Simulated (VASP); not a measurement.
CaC2, 9 atoms in the cell. It takes space group R-3m (No. 166, trigonal). The conventional cell has a = 3.861 Å, b = 3.861 Å, c = 11.959 Å, α = 90.00°, β = 90.00°, γ = 120.00°. Within 3.5 Å of Ca (site symmetry -3m) lie 12 C at 2.62 to 3.44 Å. Within 1.7 Å of C (site symmetry 3m) lie 1 C at 1.25 Å. 

```yaml
Program: VASP 6.6.1
Task: single point
Functional: r2SCAN
Potentials_or_basis: VASP PAW PBE potentials, release 64 (Ca_sv, C)
Cutoff: 520 eV
k_mesh: 9 × 9 × 2
Occupations: gaussian, width 0.02 eV
Spin: no spin polarisation
Dipole_correction: no
Further_INCAR_settings: ALGO = Normal; EDIFF = 1e-06; NBANDS = 37
```

Potentials or basis: VASP PAW PBE potentials, release 64 (Ca_sv, C).

Command:

```bash
$ cat potpaw_PBE.64/Ca_sv/POTCAR potpaw_PBE.64/C/POTCAR > POTCAR
$ cp INCAR.step1 INCAR
$ mpirun -np 1 vasp_std > vasp.out
$ cp INCAR.step2 INCAR
$ mpirun -np 1 vasp_std > vasp.out
```

Hardware: 1 thread of Intel(R) Xeon(R) Platinum 8488C (Sapphire Rapids) (shared host).

Question: How long does it take, and how much memory?

Answer: Wall time 6.4 min on 1 thread of Intel(R) Xeon(R) Platinum 8488C (Sapphire Rapids), with other jobs on the host, peak memory 0.36 GiB. Counts: k points 24.
